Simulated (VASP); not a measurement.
# Mg (P6_3/mmc) in VASP: further runs, part 3 of 3

VASP 6.6.1.

**5. Single point, PBEsol+D4**

This run uses another cell than the first one, of 23.23 Å³/atom, 1.128 times its volume.

File INCAR:

```
SYSTEM = Mg
PREC = Accurate
ENCUT = 520
EDIFF = 1E-6
ISMEAR = -1
SIGMA = 0.05
LREAL = .FALSE.
LASPH = .TRUE.
NELM = 60
ALGO = Normal
ISIF = 2
LWAVE = .FALSE.
LCHARG = .TRUE.
GGA = PS
IVDW = 13
LELF = .TRUE.
LVHAR = .TRUE.
NBANDS = 9
```

File KPOINTS:

```
regular mesh
0
G
  10 10 5
  0 0 0
```

File POSCAR:

```
Mg
1.0
    3.1750657422      0.0000000000      0.0000000000
   -1.5875328711      2.7496875915      0.0000000000
    0.0000000000      0.0000000000      5.3217275487
Mg
2
Direct
    0.6666666667      0.3333333333      0.7500000000
    0.3333333333      0.6666666667      0.2500000000
```

Potentials or basis: VASP PAW PBE potentials, release 64 (Mg).

On the command line:

```console
> cat potpaw_PBE.64/Mg/POTCAR > POTCAR
> mpirun -np 1 vasp_std > vasp.out
```

OUTCAR:

```text
SYSTEM = Mg
   PREC = Accurate
   ENCUT = 520
   EDIFF = 1E-6
   ISMEAR = -1
   LREAL = .FALSE.
   LASPH = .TRUE.
   NELM = 60
   ISIF = 2
   GGA = PS
   IVDW = 13

 ion  position               nearest neighbor table
   1  0.667  0.333  0.750-   2 3.23   2 3.23   2 3.23   2 3.23   2 3.23   2 3.23
   2  0.333  0.667  0.250-   1 3.23   1 3.23   1 3.23   1 3.23   1 3.23   1 3.23

  LATTYP: Found a hexagonal cell.
 ALAT       =     3.1750657422
 C/A-ratio  =     1.6760999553

  Lattice vectors:

 A1 = (   3.1750657422,   0.0000000000,   0.0000000000)
 A2 = (  -1.5875328711,   2.7496875915,   0.0000000000)
 A3 = (   0.0000000000,   0.0000000000,   5.3217275487)

Analysis of symmetry for initial positions (statically):
=====================================================================
 Subroutine PRICEL returns:
 Original cell was already a primitive cell.

 Routine SETGRP: Setting up the symmetry group for a
 hexagonal supercell.

 Subroutine GETGRP returns: Found 24 space group operations
 (whereof 12 operations were pure point group operations)
 out of a pool of 24 trial point group operations.

The static configuration has the point symmetry D_3d.
 The point group associated with its full space group is D_6h.

Analysis of symmetry for dynamics (positions and initial velocities):
=====================================================================
 Subroutine PRICEL returns:
 Original cell was already a primitive cell.

 Routine SETGRP: Setting up the symmetry group for a
 hexagonal supercell.

 Subroutine GETGRP returns: Found 24 space group operations
 (whereof 12 operations were pure point group operations)
 out of a pool of 24 trial point group operations.

The dynamic configuration has the point symmetry D_3d.
 The point group associated with its full space group is D_6h.

 Subroutine INISYM returns: Found 24 space group operations
 (whereof 12 operations are pure point group operations),
 and found     1 'primitive' translations

----------------------------------------------------------------------------------------

                                     Primitive cell

  volume of cell :      46.4610

  direct lattice vectors                    reciprocal lattice vectors
     3.175065742  0.000000000  0.000000000     0.314954108  0.181838839  0.000000000
    -1.587532871  2.749687591  0.000000000     0.000000000  0.363677679  0.000000000
     0.000000000  0.000000000  5.321727549     0.000000000  0.000000000  0.187908906

  length of vectors
     3.175065742  3.175065742  5.321727549     0.363677679  0.363677679  0.187908906

  position of ions in fractional coordinates (direct lattice)
     0.666666667  0.333333333  0.750000000
     0.333333333  0.666666667  0.250000000

  ion indices of the primitive-cell ions
   primitive index   ion index
                 1           1
                 2           2

----------------------------------------------------------------------------------------

 KPOINTS: regular mesh

Automatic generation of k-mesh.
 Grid dimensions read from file:
 generate k-points for:   10   10    5

 Generating k-lattice:

  Cartesian coordinates                     Fractional coordinates (reciprocal lattice)
     0.031495411  0.018183884  0.000000000     0.100000000  0.000000000  0.000000000
[... 21 lines left out ...]
  0.500000  0.000000  0.000000      3.000000
[... 16 lines left out ...]
  0.300000  0.100000  0.200000     24.000000
  0.400000  0.100000  0.200000     24.000000
 [... further k-points ...]
   k-points           NKPTS =     42   k-points in BZ     NKDIM =     42   number of bands    NBANDS=      9
   number of dos      NEDOS =    301   number of ions     NIONS =      2
   total plane-waves  NPLWV =  23040
   dimension x,y,z NGX =    24 NGY =   24 NGZ =   40
   dimension x,y,z NGXF=    48 NGYF=   48 NGZF=   80
   ions per type =               2
   NGX,Y,Z   is equivalent  to a cutoff of  12.57, 12.57, 12.50 a.u.
   NGXF,Y,Z  is equivalent  to a cutoff of  25.13, 25.13, 24.99 a.u.
 SYSTEM =  Mg
   PREC   = accura    normal or accurate (medium, high low for compatibility)
   ISTART =      0    job   : 0-new  1-cont  2-samecut
   ICHARG =      2    charge: 1-file 2-atom 10-const
   ISPIN  =      1    spin polarized calculation?
   LNONCOLLINEAR =      F non collinear calculations
   LSORBIT =      F    spin-orbit coupling
   LASPH  =      T    aspherical Exc in radial PAW
   ENCUT  =  520.0 eV  38.22 Ry    6.18 a.u.   5.90  5.90  9.89*2*pi/ulx,y,z
   NELM   =     60;   NELMIN=  2; NELMDL= -5     # of ELM steps
   EDIFF  = 0.1E-05   stopping-criterion for ELM
   LREAL  =      F    real-space projection
   EDIFFG = 0.1E-04   stopping-criterion for IOM
   NSW    =      0    number of steps for IOM
   IBRION =     -1    ionic relax: 0-MD 1-quasi-New 2-CG
   NFREE  =      0    steps in history (QN), initial steepest desc. (CG)
   ISIF   =      2    stress and relaxation
   ISYM   =      2    0-nonsym 1-usesym 2-fastsym
   POTIM  = 0.5000    time-step for ionic-motion
   TEBEG  =    0.0;   TEEND  =   0.0 temperature during run
   PSTRESS=    0.0 pullay stress
   NELECT =       4.0000    total number of electrons
   NUPDOWN=      -1.0000    fix difference up-down
   EMIN   =  10.00;   EMAX   =-10.00  energy-range for DOS
   EFERMI =   0.00;   METHOD = LEGACY
   ISMEAR =    -1;   SIGMA  =   0.05  broadening in eV -4-tet -1-fermi 0-gaus
   EFERMI_NEDOS =   21; number of points for ismear=-14 and -15
   IALGO  =     38    algorithm
   IMIX   =      4    mixing-type and parameters
     AMIX     =   0.40;   BMIX     =  1.00
     AMIX_MAG =   1.60;   BMIX_MAG =  1.00
  volume/ion in A,a.u.               =      23.23       156.77
  Fermi-wavevector in a.u.,A,eV,Ry     =   0.722878  1.366042  7.109768  0.522553
  Thomas-Fermi vector in A             =   1.812953
   LORBIT       =      0    0 simple, 1 ext, 2 COOP (PROOUT), +10 PAW based schemes
   GGA     = PS    functional components
   LHFCALC =     F    Hartree Fock is set to
   AEXX    =    0.0000 exact exchange contribution
   IVDW    =    13    specifies the selected vdW correction
   LEPSILON=     F    determine dielectric tensor
   LRPA    =     F    only Hartree local field effects (RPA)
 non-spin polarized calculation
  energy-cutoff  :      520.00
  volume of cell :       46.46
 maximum number of plane-waves:      1285
 NGX is ok and might be reduce to    24
   NGX = 11   NGY = 11   NGZ = 19

 number of electron       4.0000000 magnetization

 Free energy of the ion-electron system (eV)
  ---------------------------------------------------
  ext. energy  EPLUGINS =         0.00000000
  ---------------------------------------------------
  free energy    TOTEN  =        -3.44184896 eV

  energy without entropy =       -3.43317730  energy(sigma->0) =       -3.43751313

 E-fermi :   2.5802     XC(G=0):  -8.4963

 val. band max:        2.5228982141   @ k =   0.3000   0.3000   0.4000
 cond. band min:       2.5941068955   @ k =   0.4000   0.1000   0.4000
 fundamental gap:      0.0712086814
 Fermi energy:         2.5802028167

 k-point     1 :       0.0000    0.0000    0.0000
  band No.  band energies     occupation
      1      -4.3473      2.00000
      2       0.7086      2.00000
      3       1.0019      2.00000
      4      13.7235      0.00000
      5      13.7235      0.00000
      6      13.8938      0.00000
      7      13.8938      0.00000
      8      14.0134      0.00000
      9      16.0062      0.00000
[... 265 lines left out ...]
 k-point    24 :       0.4000    0.1000    0.2000
  band No.  band energies     occupation
      1      -0.0465      2.00000
      2       1.7774      2.00000
      3       3.0924      0.00007
      4       4.8487      0.00000
      5       6.7465      0.00000
      6       7.7699      0.00000
      7       9.1683      0.00000
      8      10.6276      0.00000
      9      13.2597      0.00000

 [... further k-points ...]

------------------------ aborting loop because EDIFF is reached ----------------------------------------

  DFT-D4 for vdW energy calculation

  Edisp (eV):   -0.18513

  FORCE on cell =-STRESS in cart. coord.  units (eV):
  Direction    XX          YY          ZZ          XY          YZ          ZX
  --------------------------------------------------------------------------------------
  -------------------------------------------------------------------------------------
  Total      -0.01122    -0.01122    -0.01273     0.00000     0.00000     0.00000
  in kB      -0.38682    -0.38682    -0.43905     0.00000     0.00000     0.00000
  external pressure =       -0.40 kB  Pullay stress =        0.00 kB

 VOLUME and BASIS-vectors are now :
 -----------------------------------------------------------------------------
  energy-cutoff  :      520.00
  volume of cell :       46.46
      direct lattice vectors                 reciprocal lattice vectors
     3.175065742  0.000000000  0.000000000     0.314954108  0.181838839  0.000000000
    -1.587532871  2.749687591  0.000000000     0.000000000  0.363677679  0.000000000
     0.000000000  0.000000000  5.321727549     0.000000000  0.000000000  0.187908906

 POSITION                                       TOTAL-FORCE (eV/Angst)
 -----------------------------------------------------------------------------------
      1.58753      0.91656      3.99130         0.000000     -0.000000      0.000000
     -0.00000      1.83313      1.33043        -0.000000      0.000000      0.000000
 -----------------------------------------------------------------------------------
    total drift:                                0.000000     -0.000000      0.000000

  FREE ENERGIE OF THE ION-ELECTRON SYSTEM (eV)
  ---------------------------------------------------
  free  energy   TOTEN  =        -3.6269831882 eV

  energy  without entropy=       -3.6183115195  energy(sigma->0) =       -3.62264735
```

Wall time 5.7 s (1 thread of Intel Xeon 6975P-C (Granite Rapids), shared host); peak memory 0.16 GiB.

What came out:

* Free energy: -3.6270 eV
* Pressure: 0.0 GPa
* Band gap on the k mesh: zero (band 2 reaches 3.09 eV, above the bottom of band 3 at 1.00 eV)
* Dispersion energy per atom: -0.093 eV

Levels at points of the mesh, in eV from the Fermi level:
| k point | band 1 | band 2 | band 3 | band 4 | band 5 |
| --- | --- | --- | --- | --- | --- |
| (0.00, 0.00, 0.00) | -6.93 | -1.87 | -1.58 | 11.14 | 11.14 |
| (0.50, 0.00, 0.00) | -2.09 | -2.05 | 2.56 | 2.90 | 2.98 |

Caveat: the PAW data sets were made with another functional, which shifts forces and pressure a little; pairwise dispersion overbinds metals, which lowers pressure and volume.

**6. Overview**

```tsv
level	cell	gap on the mesh (eV)	pressure (GPa)
BLYP+D3(BJ)	a = 3.052, b = 3.052, c = 5.105 Å, angles 90.0, 90.0, 120.0°, 2 atoms	none	-0.1
revPBE+D3(BJ)	a = 3.088, b = 3.088, c = 5.149 Å, angles 90.0, 90.0, 120.0°, 2 atoms	none	-0.1
BLYP+D4	a = 3.162, b = 3.162, c = 5.365 Å, angles 90.0, 90.0, 120.0°, 2 atoms	none	-0.1
PBEsol+D4	a = 3.175, b = 3.175, c = 5.322 Å, angles 90.0, 90.0, 120.0°, 2 atoms	none	0.0
```

Alike in all rows: task single point; potentials or basis VASP PAW PBE potentials, release 64 (Mg); no spin polarisation; k mesh 10 × 10 × 5; cutoff (eV) 520; smearing fermi-dirac 0.05 eV.

Caveats: the PAW data sets were made with another functional, which shifts forces and pressure a little; pairwise dispersion overbinds metals, which lowers pressure and volume.

Absolute energies hang on the potentials; compare differences alone.
